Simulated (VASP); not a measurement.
Here is a VASP 6.6.1 calculation.

Contents of INCAR:

```
SYSTEM = BN
  PREC = Accurate
  ENCUT = 520
  EDIFF = 1E-7
  ISMEAR = 0
  SIGMA = 0.05
  LREAL = .FALSE.
  LASPH = .TRUE.
  NELM = 80
  ALGO = Normal
  ISIF = 2
  LWAVE = .FALSE.
  LCHARG = .FALSE.
  GGA = PE
  NBANDS = 16
```

Contents of KPOINTS:

```
Automatic mesh
0
G
  12 12 4
  0 0 0
```

Contents of POSCAR:

```
BN
1.0
    2.5039917043      0.0000000000      0.0000000000
   -1.2519958522      2.1685204268      0.0000000000
    0.0000000000      0.0000000000      6.6612000000
B N
2 2
Direct
    0.3066074843      0.6471019873      0.2500000000
    0.6933925157      0.3528980127      0.7500000000
    0.3600302867      0.6862101929      0.7500000000
    0.6399697133      0.3137898071      0.2500000000
```

Potentials or basis: VASP PAW PBE potentials, release 64 (B, N).

Run with:

```bash
$ cat potpaw_PBE.64/B/POTCAR potpaw_PBE.64/N/POTCAR > POTCAR
$ mpirun -np 1 vasp_std > vasp.out
```

(1) Estimate the band gap on the k mesh.

(2) Estimate the largest force.

(3) What does it give for the pressure?

Answers

(1) 4.06 eV, indirect (least direct gap 4.43 eV).

(2) 0.005 eV/Å.

(3) 3.4 GPa.

Caveat: the cell differs from its parent crystal (mode 4 (44.6 1/cm) frozen in, largest displacement -0.060 Å); this functional lacks dispersion, which binds the layers, so the pressure and a relaxed spacing across them are unreliable.
